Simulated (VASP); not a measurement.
Runs of VASP 6.6.1 on CdTe. The structure is that of space group F-43m (No. 216), or close to it. The cells are those of the table. 

| task | level | cell | cutoff (eV) | gap on the mesh (eV) | pressure (GPa) | relaxed volume (Å³/atom) |
| --- | --- | --- | --- | --- | --- | --- |
| relaxation of cell and atoms | r2SCAN | relaxed from a = 4.533 Å, angles 60.0°, 2 atoms | 600 | 1.15 | 0.0 | (b) |
| single point | r2SCAN | a = 4.636 Å, angles 60.0°, 2 atoms | 520 | 1.16 | 0.1 | - |
| relaxation of cell and atoms | PBE+D4 | relaxed from a = 4.533 Å, angles 60.0°, 2 atoms | 600 | 0.71 | 0.0 | 34.66 |
| single point | PBE+D4 | a = 4.607 Å, angles 60.0°, 2 atoms | 520 | 0.72 | 0.1 | - |
| single point | r2SCAN+rVV10 | a = 4.608 Å, angles 60.0°, 2 atoms | 520 | (a) | 0.3 | - |
| relaxation of cell and atoms | r2SCAN+rVV10 | relaxed from a = 4.533 Å, angles 60.0°, 2 atoms | 600 | 1.16 | 0.0 | 34.78 |

Alike in all rows: potentials or basis VASP PAW PBE potentials, release 64 (Cd, Te); no spin polarisation; k mesh 6 × 6 × 6; smearing gaussian 0.01 eV.

Task: Estimate the missing entries.

Result: (a) 1.17; (b) 35.31.

Caveats: spin-orbit coupling is left out, which moves the levels of the heavy elements; the PAW data sets were made with another functional, which shifts forces and pressure a little (some runs).

A k mesh can miss the band edges, and the runs leave out spin-orbit coupling on Cd, Te.
